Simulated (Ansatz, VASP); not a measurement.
**One calculation of Ta, two programs**

INCAR

```
PREC = Accurate
ENCUT = 520
EDIFF = 1E-6
ISMEAR = 0
SIGMA = 0.15
LREAL = F
LASPH = T
NELM = 80
ALGO = Fast
ISIF = 2
LWAVE = F
LCHARG = F
GGA = PE
NBANDS = 12
```

The input KPOINTS:

```
regular mesh
0
Gamma
  20 20 20
```

POSCAR

```
Ta
1.0
   -1.4517082340      1.4517082340      2.3420408939
    1.4517082340     -1.4517082340      2.3420408939
    1.4517082340      1.4517082340     -2.3420408939
Ta
1
Direct
    0.0000000000      0.0000000000      0.0000000000
```

Input for Ansatz:

```yaml
crystal:
  lattice:
    - [-1.451708234, 1.451708234, 2.3420408939]
    - [1.451708234, -1.451708234, 2.3420408939]
    - [1.451708234, 1.451708234, -2.3420408939]
  atoms:
    - { symbol: Ta, position: [0.0, 0.0, 0.0] }
basis:
  ecutwfc: 420
kpoints:
  mp_grid: { grid: [20, 20, 20] }
hamiltonian:
  xc: pbe
  pseudopotentials: { kind: paw, azcp: { folder: soft_1 } }
scf:
  occupations: { method: gaussian, width: 0.15 }
output:
  forces: true
  stress: true
  eigenvalues: true
```

Alike in both runs: task single point; functional PBE; k mesh 20 × 20 × 20; occupations gaussian, width 0.15 eV; no spin polarisation.

|  | VASP | Ansatz |
| --- | --- | --- |
| version | VASP 6.6.1 | Ansatz 0.2.0 |
| potentials or method | VASP PAW PBE potentials, release 64 (Ta_pv), cutoff 520 eV | scalar-relativistic, plane waves, PAW |
| valence electrons in the cell | 11 | 13 |

|  | VASP | Ansatz | Ansatz less VASP |
| --- | --- | --- | --- |
| gap on the k mesh at the Fermi level (eV) | none | none | - |
| pressure (GPa) | -9.7 | -9.6 | +0.01 |
| traceless stress, the component that is largest in VASP (GPa) | 3.62 | 3.60 | -0.024 |

A gap of «none» marks a metal or a gap that the smearing closes. VASP's potentials hold 11 valence electrons a cell and Ansatz's 13, so a difference there can come from the potentials and not from the codes.

Neither program's run includes spin-orbit coupling.
